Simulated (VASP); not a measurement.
Here is a VASP 6.6.1 calculation.

Contents of INCAR:

```
SYSTEM = Pt3Pb
  PREC = Accurate
  ENCUT = 600
  EDIFF = 1E-7
  ISMEAR = -1
  SIGMA = 0.15
  LREAL = .False.
  LASPH = .True.
  NELM = 60
  ALGO = Fast
  ISIF = 3
  LWAVE = .False.
  LCHARG = .False.
  IBRION = 2
  NSW = 80
  EDIFFG = -0.001
```

The input KPOINTS:

```
regular mesh
0
Gamma
  10 10 10
  0 0 0
```

POSCAR

```
Pt3Pb
1.0
    4.0394862032      0.0000000000      0.0000000000
    0.0000000000      4.0394862032      0.0000000000
    0.0000000000      0.0000000000      4.0394862032
Pt Pb
3 1
Direct
    0.0000000000      0.5000000000      0.5000000000
    0.5000000000      0.0000000000      0.5000000000
    0.5000000000      0.5000000000      0.0000000000
    0.0000000000      0.0000000000      0.0000000000
```

Potentials or basis: VASP PAW LDA potentials, release 64 (Pt, Pb_d).

The run is started by

```sh
$ cat potpaw_LDA.64/Pt/POTCAR potpaw_LDA.64/Pb_d/POTCAR > POTCAR
$ mpirun -np 1 vasp_std > vasp.out
```

Question: Predict the relaxed cell.

Answer: a = 4.045 Å, b = 4.045 Å, c = 4.045 Å, α = 90.00°, β = 90.00°, γ = 90.00°.

Question: What does it give for the band gap on the k mesh?

Answer: Zero (bands 22 and 23 overlap by 0.43 eV).

Final structure:
```xyz
4
Lattice="4.0451 0.0000 0.0000 0.0000 4.0451 0.0000 0.0000 0.0000 4.0451" Properties=species:S:1:pos:R:3 pbc="T T T"
Pt    0.0000    2.0225    2.0225
Pt    2.0225    0.0000    2.0225
Pt    2.0225    2.0225    0.0000
Pb    0.0000    0.0000    0.0000
```

Caveat: spin-orbit coupling is left out, which moves the levels of the heavy elements.
